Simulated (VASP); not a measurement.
# WSe2 (P6_3/mmc) in VASP: further runs

Runs on WSe2. Level: PBEsol. Tasks: single point.

Program: VASP 6.6.1. These are calculated values, not measurements. Logs are shortened: lines on timing, memory, paths and dates and some standing lists are left out, and cuts for length are marked.

## 1. The cell of the first run

Symmetry: P6_3/mmc, No. 194, hexagonal system. The conventional cell has a = 3.206 Å, b = 3.206 Å, c = 13.351 Å, α = 90.00°, β = 90.00°, γ = 120.00°. W (site symmetry -6m2) has 6 Se at 2.51 Å and 6 W at 3.21 Å within 3.3 Å. Se (site symmetry 3m) has 3 W at 2.51 Å and 7 Se at 3.21 to 3.40 Å within 3.4 Å.

## 2. Single point, PBEsol (biaxial strain in the a-b plane: -2.0 %, then relaxed in part)

INCAR

```
PREC = Accurate
ENCUT = 520
EDIFF = 1E-6
ISMEAR = 0
SIGMA = 0.02
LREAL = F
LASPH = T
NELM = 60
ALGO = Normal
ISIF = 2
LWAVE = F
LCHARG = F
GGA = PS
NBANDS = 35
```

KPOINTS

```
Automatic mesh
0
Gamma
  12 12 2
```

POSCAR

```
WSe2
1.0
    3.2056739417      0.0000000000      0.0000000000
   -1.6028369708      2.7761950697      0.0000000000
    0.0000000000      0.0000000000     13.3512025618
W Se
2 4
Direct
    0.6666666667      0.3333333333      0.7500000000
    0.3333333333      0.6666666667      0.2500000000
    0.3333333333      0.6666666667      0.8773124881
    0.6666666667      0.3333333333      0.3773124881
    0.3333333333      0.6666666667      0.6226875119
    0.6666666667      0.3333333333      0.1226875119
```

Potentials or basis: VASP PAW PBE potentials, release 64 (W_sv, Se).

Started as:

```bash
cat potpaw_PBE.64/W_sv/POTCAR potpaw_PBE.64/Se/POTCAR > POTCAR
mpirun -np 1 vasp_std > vasp.out
```

OUTCAR:

```text
PREC = Accurate
   ENCUT = 520
   EDIFF = 1E-6
   ISMEAR = 0
   LREAL = F
   LASPH = T
   NELM = 60
   ISIF = 2
   GGA = PS

 ion  position               nearest neighbor table
   1  0.667  0.333  0.750-   3 2.51   5 2.51   3 2.51   5 2.51   3 2.51   5 2.51
   2  0.333  0.667  0.250-   4 2.51   6 2.51   4 2.51   6 2.51   4 2.51   6 2.51
   3  0.333  0.667  0.877-   1 2.51   1 2.51   1 2.51
   4  0.667  0.333  0.377-   2 2.51   2 2.51   2 2.51
   5  0.333  0.667  0.623-   1 2.51   1 2.51   1 2.51
   6  0.667  0.333  0.123-   2 2.51   2 2.51   2 2.51

  LATTYP: Found a hexagonal cell.
 ALAT       =     3.2056739417
 C/A-ratio  =     4.1648660483

  Lattice vectors:

 A1 = (   3.2056739417,   0.0000000000,   0.0000000000)
 A2 = (  -1.6028369708,   2.7761950697,   0.0000000000)
 A3 = (   0.0000000000,   0.0000000000,  13.3512025618)

Analysis of symmetry for initial positions (statically):
=====================================================================
 Subroutine PRICEL returns:
 Original cell was already a primitive cell.

 Routine SETGRP: Setting up the symmetry group for a
 hexagonal supercell.

 Subroutine GETGRP returns: Found 24 space group operations
 (whereof 12 operations were pure point group operations)
 out of a pool of 24 trial point group operations.

The static configuration has the point symmetry D_3d.
 The point group associated with its full space group is D_6h.

Analysis of symmetry for dynamics (positions and initial velocities):
=====================================================================
 Subroutine PRICEL returns:
 Original cell was already a primitive cell.

 Routine SETGRP: Setting up the symmetry group for a
 hexagonal supercell.

 Subroutine GETGRP returns: Found 24 space group operations
 (whereof 12 operations were pure point group operations)
 out of a pool of 24 trial point group operations.

The dynamic configuration has the point symmetry D_3d.
 The point group associated with its full space group is D_6h.

 Subroutine INISYM returns: Found 24 space group operations
 (whereof 12 operations are pure point group operations),
 and found     1 'primitive' translations

----------------------------------------------------------------------------------------

                                     Primitive cell

  volume of cell :     118.8200

[... 91 lines left out ...]
   LNONCOLLINEAR =      F non collinear calculations
   LSORBIT =      F    spin-orbit coupling
   LASPH  =      T    aspherical Exc in radial PAW
   ENCUT  =  520.0 eV  38.22 Ry    6.18 a.u.   5.96  5.96 24.82*2*pi/ulx,y,z
   NELM   =     60;   NELMIN=  2; NELMDL= -5     # of ELM steps
   EDIFF  = 0.1E-05   stopping-criterion for ELM
   LREAL  =      F    real-space projection
   EDIFFG = 0.1E-04   stopping-criterion for IOM
   NSW    =      0    number of steps for IOM
   IBRION =     -1    ionic relax: 0-MD 1-quasi-New 2-CG
   NFREE  =      0    steps in history (QN), initial steepest desc. (CG)
   ISIF   =      2    stress and relaxation
   ISYM   =      2    0-nonsym 1-usesym 2-fastsym
   POTIM  = 0.5000    time-step for ionic-motion
   TEBEG  =    0.0;   TEEND  =   0.0 temperature during run
   PSTRESS=    0.0 pullay stress
   NELECT =      52.0000    total number of electrons
   NUPDOWN=      -1.0000    fix difference up-down
   EMIN   =  10.00;   EMAX   =-10.00  energy-range for DOS
   EFERMI =   0.00;   METHOD = LEGACY
   ISMEAR =     0;   SIGMA  =   0.02  broadening in eV -4-tet -1-fermi 0-gaus
   EFERMI_NEDOS =   21; number of points for ismear=-14 and -15
   IALGO  =     38    algorithm
   IMIX   =      4    mixing-type and parameters
     AMIX     =   0.40;   BMIX     =  1.00
     AMIX_MAG =   1.60;   BMIX_MAG =  1.00
  volume/ion in A,a.u.               =      19.80       133.64
  Fermi-wavevector in a.u.,A,eV,Ry     =   1.242928  2.348794 21.019239  1.544871
  Thomas-Fermi vector in A             =   2.377261
   LORBIT       =      0    0 simple, 1 ext, 2 COOP (PROOUT), +10 PAW based schemes
   GGA     = PS    functional components
   LHFCALC =     F    Hartree Fock is set to
   AEXX    =    0.0000 exact exchange contribution
   IVDW    =     0    specifies the selected vdW correction
   LEPSILON=     F    determine dielectric tensor
   LRPA    =     F    only Hartree local field effects (RPA)
 non-spin polarized calculation
 Gauss-broadening in eV      SIGMA  =   0.02
  energy-cutoff  :      520.00
  volume of cell :      118.82
 maximum number of plane-waves:      3240
 NGX is ok and might be reduce to    24
   NGX = 11   NGY = 11   NGZ = 49

 number of electron      52.0000004 magnetization

 Free energy of the ion-electron system (eV)
  ---------------------------------------------------
  ext. energy  EPLUGINS =         0.00000000
  ---------------------------------------------------
  free energy    TOTEN  =       -46.47090527 eV

  energy without entropy =      -46.47090527  energy(sigma->0) =      -46.47090527

 E-fermi :   6.2912     XC(G=0): -10.9883

 val. band max:        6.1630491601   @ k =   0.3333   0.3333   0.0000
 cond. band min:       7.1995815624   @ k =   0.1667   0.1667   0.0000
 fundamental gap:      1.0365324023
 Fermi energy:         6.2911964230

 k-point     1 :       0.0000    0.0000    0.0000
  band No.  band energies     occupation
      1     -67.8086      2.00000
      2     -67.8086      2.00000
      3     -32.1235      2.00000
      4     -32.1235      2.00000
      5     -31.9006      2.00000
      6     -31.9006      2.00000
[... 901 lines left out ...]
     34      10.5096      0.00000
     35      12.0788      0.00000

 [... further k-points ...]
[... 5 lines left out ...]
  --------------------------------------------------------------------------------------
  -------------------------------------------------------------------------------------
  Total        3.9811670      3.9811670      0.4237686      0.0000000      0.0000000      0.0000000
  in kB       53.6823195     53.6823195      5.7141241      0.0000000      0.0000000      0.0000000
  external PRESSURE =      37.6929210 kB  Pullay stress =       0.0000000 kB

 VOLUME and BASIS-vectors are now :
 -----------------------------------------------------------------------------
  energy-cutoff  :      520.00
  volume of cell :      118.82
      direct lattice vectors                 reciprocal lattice vectors
     3.205673942  0.000000000  0.000000000     0.311946885  0.180102618  0.000000000
    -1.602836971  2.776195070  0.000000000     0.000000000  0.360205236  0.000000000
     0.000000000  0.000000000 13.351202562     0.000000000  0.000000000  0.074899620

 POSITION                                       TOTAL-FORCE (eV/Angst)
 -----------------------------------------------------------------------------------
      1.60284      0.92540     10.01340        -0.000000     -0.000000     -0.000000
     -0.00000      1.85080      3.33780         0.000000     -0.000000     -0.000000
     -0.00000      1.85080     11.71318        -0.000000      0.000000      0.065085
      1.60284      0.92540      5.03758         0.000000     -0.000000      0.065085
     -0.00000      1.85080      8.31363        -0.000000      0.000000     -0.065085
      1.60284      0.92540      1.63803         0.000000     -0.000000     -0.065085
 -----------------------------------------------------------------------------------
    total drift:                               -0.000000      0.000000     -0.000000

  FREE ENERGIE OF THE ION-ELECTRON SYSTEM (eV)
  ---------------------------------------------------
  free  energy   TOTEN  =       -46.4709052730 eV

  energy  without entropy=      -46.4709052730  energy(sigma->0) =      -46.47090527
```

stdout:

```text
POSCAR found type information on POSCAR W Se
 POSCAR found :  2 types and       6 ions
 scaLAPACK will be used
 -----------------------------------------------------------------------------
|                                                                             |
|                                                                             |
|     You enforced a specific xc type in the INCAR file but a different       |
|     I HOPE YOU KNOW WHAT YOU ARE DOING!                                     |
|                                                                             |
 -----------------------------------------------------------------------------

 LDA part: xc-table for (Slater+PW92), standard interpolation
 POSCAR, INCAR and KPOINTS ok, starting setup
 FFT: planning ... GRIDC
 FFT: planning ... GRID_SOFT
 FFT: planning ... GRID
 WAVECAR not read
 entering main loop
```

Wall time 2.5 min (1 thread of Intel Xeon 8259CL, shared host); peak memory 0.3 GiB.

What came out:

```
Free energy            : -46.4709 eV
Pressure               : 3.8 GPa
Largest force          : 0.065 eV/Å
Band gap on the k mesh : 1.04 eV (least direct gap 1.86 eV)
```

Forces on the atoms (eV/Å):
```
W    0.000  0.000  0.000
W    0.000  0.000  0.000
Se   0.000  0.000  0.065
Se   0.000  0.000  0.065
Se   0.000  0.000 -0.065
Se   0.000  0.000 -0.065
```

Stress tensor (GPa, compression positive):
```
5.37 0.00 0.00
0.00 5.37 0.00
0.00 0.00 0.57
```

Caveat: the cell differs from its parent crystal (biaxial strain in the a-b plane: -2.0 %, then relaxed in part); the cell stands under pressure; the PAW data sets were made with another functional, which shifts forces and pressure a little; spin-orbit coupling is left out, which moves the levels of the heavy elements; this functional lacks dispersion, which binds the layers, so the pressure and a relaxed spacing across them are unreliable.

## 3. Single point, PBEsol (biaxial strain in the a-b plane: -2.0 %)

INCAR

```
SYSTEM = WSe2
  ALGO = Normal
  EDIFF = 1E-7
  ENCUT = 520
  GGA = PS
  ISIF = 2
  ISMEAR = 0
  LASPH = .TRUE.
  LCHARG = .FALSE.
  LREAL = .FALSE.
  LWAVE = .FALSE.
  NBANDS = 35
  NELM = 100
  PREC = Accurate
  SIGMA = 0.02
```

KPOINTS

```
k-points
0
G
  12 12 2
  0 0 0
```

POSCAR

```
WSe2
1.0
    3.2056739417      0.0000000000      0.0000000000
   -1.6028369708      2.7761950697      0.0000000000
    0.0000000000      0.0000000000     13.3823559327
W Se
2 4
Direct
    0.6666666667      0.3333333333      0.7500000000
    0.3333333333      0.6666666667      0.2500000000
    0.3333333333      0.6666666667      0.8768797628
    0.6666666667      0.3333333333      0.3768797628
    0.3333333333      0.6666666667      0.6231202372
    0.6666666667      0.3333333333      0.1231202372
```

Potentials or basis: VASP PAW PBE potentials, release 64 (W_sv, Se).

Started as:

```bash
cat potpaw_PBE.64/W_sv/POTCAR potpaw_PBE.64/Se/POTCAR > POTCAR
mpirun -np 1 vasp_std > vasp.out
```

It took 3.2 min on 1 thread of Intel Xeon 8259CL, shared host; peak memory 0.31 GiB.

The run converged. Its results:

```yaml
Free_energy: -46.4703 eV
Pressure: 3.9 GPa
Largest_force: 0.100 eV/Å
Band_gap_on_the_k_mesh: 1.05 eV (least direct gap 1.87 eV)
```

Forces in eV/Å, atoms in the order of the input:
```
W    0.000  0.000  0.000
W    0.000  0.000  0.000
Se   0.000  0.000  0.100
Se   0.000  0.000  0.100
Se   0.000  0.000 -0.100
Se   0.000  0.000 -0.100
```

Stress tensor (GPa, compression positive):
```
5.46 0.00 0.00
0.00 5.46 0.00
0.00 0.00 0.83
```

Levels at points of the mesh, in eV from the valence-band top:
```csv
k point,band 24,band 25,band 26,band 27,band 28,band 29
"(0.00, 0.00, 0.00)",-1.07,-1.07,-0.09,3.13,3.13,3.16
"(0.50, 0.00, 0.00)",-1.19,-0.86,-0.67,2.57,2.70,2.73
"(0.00, 0.00, 0.50)",-1.08,-0.36,-0.36,3.13,3.13,3.13
"(0.50, 0.00, 0.50)",-1.22,-0.77,-0.77,2.71,2.71,2.83
```

Caveat: the cell differs from its parent crystal (biaxial strain in the a-b plane: -2.0 %); the cell stands under pressure; the PAW data sets were made with another functional, which shifts forces and pressure a little; spin-orbit coupling is left out, which moves the levels of the heavy elements; this functional lacks dispersion, which binds the layers, so the pressure and a relaxed spacing across them are unreliable. A k mesh can miss the band edges.

## 4. Single point, PBEsol (biaxial strain in the a-b plane: -1.0 %, then relaxed in part)

INCAR

```
SYSTEM = WSe2
PREC = Accurate
ENCUT = 520
EDIFF = 1E-7
ISMEAR = 0
SIGMA = 0.02
LREAL = .False.
LASPH = .True.
NELM = 60
ALGO = Normal
ISIF = 2
LWAVE = .False.
LCHARG = .False.
GGA = PS
NBANDS = 35
```

KPOINTS

```
regular mesh
0
Gamma
  12 12 2
  0 0 0
```

POSCAR: that of step 3 with these lines changed.

```diff
@@ -2,5 +2,5 @@
 1.0
-    3.2056739417      0.0000000000      0.0000000000
-   -1.6028369708      2.7761950697      0.0000000000
-    0.0000000000      0.0000000000     13.3823559327
+    3.2383849002      0.0000000000      0.0000000000
+   -1.6191924501      2.8045235908      0.0000000000
+    0.0000000000      0.0000000000     13.2948374046
 W Se
```

Potentials or basis: VASP PAW PBE potentials, release 64 (W_sv, Se).

Started as:

```bash
cat potpaw_PBE.64/W_sv/POTCAR potpaw_PBE.64/Se/POTCAR > POTCAR
mpirun -np 1 vasp_std > vasp.out
```

OUTCAR:

```text
SYSTEM = WSe2
   PREC = Accurate
   ENCUT = 520
   EDIFF = 1E-7
   ISMEAR = 0
   LREAL = .False.
   LASPH = .True.
   NELM = 60
   ISIF = 2
   GGA = PS

 ion  position               nearest neighbor table
   1  0.667  0.333  0.750-   3 2.52   5 2.52   3 2.52   5 2.52   3 2.52   5 2.52
   2  0.333  0.667  0.250-   4 2.52   6 2.52   4 2.52   6 2.52   4 2.52   6 2.52
   3  0.333  0.667  0.877-   1 2.52   1 2.52   1 2.52
   4  0.667  0.333  0.377-   2 2.52   2 2.52   2 2.52
   5  0.333  0.667  0.623-   1 2.52   1 2.52   1 2.52
   6  0.667  0.333  0.123-   2 2.52   2 2.52   2 2.52

  LATTYP: Found a hexagonal cell.
 ALAT       =     3.2383849002
 C/A-ratio  =     4.1053913646

  Lattice vectors:

 A1 = (   3.2383849002,   0.0000000000,   0.0000000000)
 A2 = (  -1.6191924501,   2.8045235908,   0.0000000000)
 A3 = (   0.0000000000,   0.0000000000,  13.2948374046)

Analysis of symmetry for initial positions (statically):
=====================================================================
 Subroutine PRICEL returns:
 Original cell was already a primitive cell.

 Routine SETGRP: Setting up the symmetry group for a
[... 174 lines left out ...]
  free energy    TOTEN  =       -46.52959704 eV

  energy without entropy =      -46.52959704  energy(sigma->0) =      -46.52959704

 E-fermi :   6.2992     XC(G=0): -10.9059

 val. band max:        6.0087158790   @ k =   0.0000   0.0000   0.0000
 cond. band min:       7.0871602999   @ k =   0.1667   0.1667   0.0000
 fundamental gap:      1.0784444209
 Fermi energy:         6.2992064217

 k-point     1 :       0.0000    0.0000    0.0000
  band No.  band energies     occupation
      1     -68.0252      2.00000
      2     -68.0252      2.00000
      3     -32.3147      2.00000
      4     -32.3147      2.00000
      5     -32.1297      2.00000
      6     -32.1297      2.00000
[... 901 lines left out ...]
     34      10.2705      0.00000
     35      11.8542      0.00000

 [... further k-points ...]
[... 5 lines left out ...]
  --------------------------------------------------------------------------------------
  -------------------------------------------------------------------------------------
  Total        2.0870947      2.0870947      0.4064409      0.0000000      0.0000000     -0.0000000
  in kB       27.6937747     27.6937747      5.3930863      0.0000000      0.0000000     -0.0000000
  external PRESSURE =      20.2602119 kB  Pullay stress =       0.0000000 kB

 VOLUME and BASIS-vectors are now :
 -----------------------------------------------------------------------------
  energy-cutoff  :      520.00
  volume of cell :      120.75
      direct lattice vectors                 reciprocal lattice vectors
     3.238384900  0.000000000  0.000000000     0.308795906  0.178283400  0.000000000
    -1.619192450  2.804523591  0.000000000     0.000000000  0.356566799  0.000000000
     0.000000000  0.000000000 13.294837405     0.000000000  0.000000000  0.075217167

 POSITION                                       TOTAL-FORCE (eV/Angst)
 -----------------------------------------------------------------------------------
      1.61919      0.93484      9.97113         0.000000     -0.000000      0.000000
     -0.00000      1.86968      3.32371         0.000000      0.000000      0.000000
     -0.00000      1.86968     11.65797        -0.000000     -0.000000      0.063714
      1.61919      0.93484      5.01056        -0.000000     -0.000000      0.063714
     -0.00000      1.86968      8.28428        -0.000000     -0.000000     -0.063714
      1.61919      0.93484      1.63686         0.000000     -0.000000     -0.063714
 -----------------------------------------------------------------------------------
    total drift:                               -0.000000      0.000000     -0.000000

  FREE ENERGIE OF THE ION-ELECTRON SYSTEM (eV)
  ---------------------------------------------------
  free  energy   TOTEN  =       -46.5295970399 eV

  energy  without entropy=      -46.5295970399  energy(sigma->0) =      -46.52959704
```

OSZICAR:

```text
N       E                     dE             d eps       ncg     rms          rms(c)
DAV:   1     0.498630046631E+03    0.49863E+03   -0.27968E+04  2948   0.145E+03
DAV:   2    -0.168968824433E+02   -0.51553E+03   -0.49875E+03  3148   0.392E+02
DAV:   3    -0.477587556432E+02   -0.30862E+02   -0.30334E+02  3250   0.902E+01
DAV:   4    -0.484278990900E+02   -0.66914E+00   -0.66601E+00  3210   0.136E+01
DAV:   5    -0.484363735169E+02   -0.84744E-02   -0.84688E-02  3206   0.166E+00    0.320E+01
DAV:   6    -0.469358708038E+02    0.15005E+01   -0.51395E+00  3001   0.151E+01    0.116E+01
DAV:   7    -0.467073803472E+02    0.22849E+00   -0.26101E+00  2852   0.754E+00    0.559E+00
DAV:   8    -0.465301908577E+02    0.17719E+00   -0.39772E-01  2982   0.423E+00    0.130E+00
DAV:   9    -0.465315455780E+02   -0.13547E-02   -0.58003E-02  3115   0.113E+00    0.913E-01
DAV:  10    -0.465296888514E+02    0.18567E-02   -0.13613E-02  2943   0.790E-01    0.166E-01
DAV:  11    -0.465296406617E+02    0.48190E-04   -0.17328E-03  2929   0.266E-01    0.178E-01
DAV:  12    -0.465296014398E+02    0.39222E-04   -0.60003E-05  3048   0.493E-02    0.109E-01
DAV:  13    -0.465295964967E+02    0.49431E-05   -0.66757E-05  3016   0.497E-02    0.743E-03
DAV:  14    -0.465295970234E+02   -0.52676E-06   -0.43731E-06  3211   0.109E-02    0.765E-03
DAV:  15    -0.465295970399E+02   -0.16433E-07   -0.30063E-07  2777   0.309E-03
   1 F= -.46529597E+02 E0= -.46529597E+02  d E =-.940759E-96
```

It took 3.8 min on 1 thread of Intel Xeon 8259CL, shared host; peak memory 0.31 GiB.

Results:

```
Free energy            : -46.5296 eV
Pressure               : 2.0 GPa
Largest force          : 0.064 eV/Å
Band gap on the k mesh : 1.08 eV (least direct gap 1.73 eV)
```

Forces on the atoms (eV/Å):
```
W    0.000  0.000  0.000
W    0.000  0.000  0.000
Se   0.000  0.000  0.064
Se   0.000  0.000  0.064
Se   0.000  0.000 -0.064
Se   0.000  0.000 -0.064
```

Stress tensor (GPa, compression positive):
```
2.77 0.00 0.00
0.00 2.77 0.00
0.00 0.00 0.54
```

Caveat: the cell differs from its parent crystal (biaxial strain in the a-b plane: -1.0 %, then relaxed in part); the PAW data sets were made with another functional, which shifts forces and pressure a little; spin-orbit coupling is left out, which moves the levels of the heavy elements; this functional lacks dispersion, which binds the layers, so the pressure and a relaxed spacing across them are unreliable. A k mesh can miss the band edges.

## 5. Overview

```tsv
cell	gap on the mesh (eV)	pressure (GPa)	largest force (eV/Å)
a = 3.206, b = 3.206, c = 13.351 Å, angles 90.0, 90.0, 120.0°, 6 atoms	1.04	3.8	0.07
a = 3.206, b = 3.206, c = 13.382 Å, angles 90.0, 90.0, 120.0°, 6 atoms	1.05	3.9	0.10
a = 3.238, b = 3.238, c = 13.295 Å, angles 90.0, 90.0, 120.0°, 6 atoms	1.08	2.0	0.06
```

Alike in all rows: task single point; level PBEsol; potentials or basis VASP PAW PBE potentials, release 64 (W_sv, Se); no spin polarisation; k mesh 12 × 12 × 2; cutoff (eV) 520; smearing gaussian 0.02 eV.

Caveats: the PAW data sets were made with another functional, which shifts forces and pressure a little; spin-orbit coupling is left out, which moves the levels of the heavy elements; this functional lacks dispersion, which binds the layers, so the pressure and a relaxed spacing across them are unreliable; the cell stands under pressure (at least some runs).

Total energies depend on the potentials used, so only differences within one code and one set of settings carry meaning.
